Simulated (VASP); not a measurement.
Runs of VASP 6.6.1 on HfN. The structure is cubic, space group F-43m (No. 216). Conventional cell: a = 4.910 Å, b = 4.910 Å, c = 4.910 Å, α = 90.00°, β = 90.00°, γ = 90.00°. Within 2.8 Å of Hf (site symmetry -43m) lie 4 N at 2.13 Å. Within 2.8 Å of N (site symmetry -43m) lie 4 Hf at 2.13 Å. 

```csv
k mesh,gap on the mesh (eV),pressure (GPa)
5 × 5 × 5,none,-5.6
6 × 6 × 6,none,-6.1
10 × 10 × 10,none,(b)
3 × 3 × 3,none,-6.8
4 × 4 × 4,none,(a)
```

Alike in all rows: task single point; level PBEsol; potentials or basis VASP PAW PBE potentials, release 64 (Hf_pv, N); no spin polarisation; cell as given; cutoff (eV) 520; smearing methfessel-paxton 0.15 eV.

Estimate the missing entries.

(a) -5.1; (b) -5.9.

Caveats: some runs use coarse meshes; the PAW data sets were made with another functional, which shifts forces and pressure a little; spin-orbit coupling is left out, which moves the levels of the heavy elements.

A k mesh can miss the band edges, and the runs leave out spin-orbit coupling on Hf.

A gap of «none» marks levels without a gap at the run's occupations.
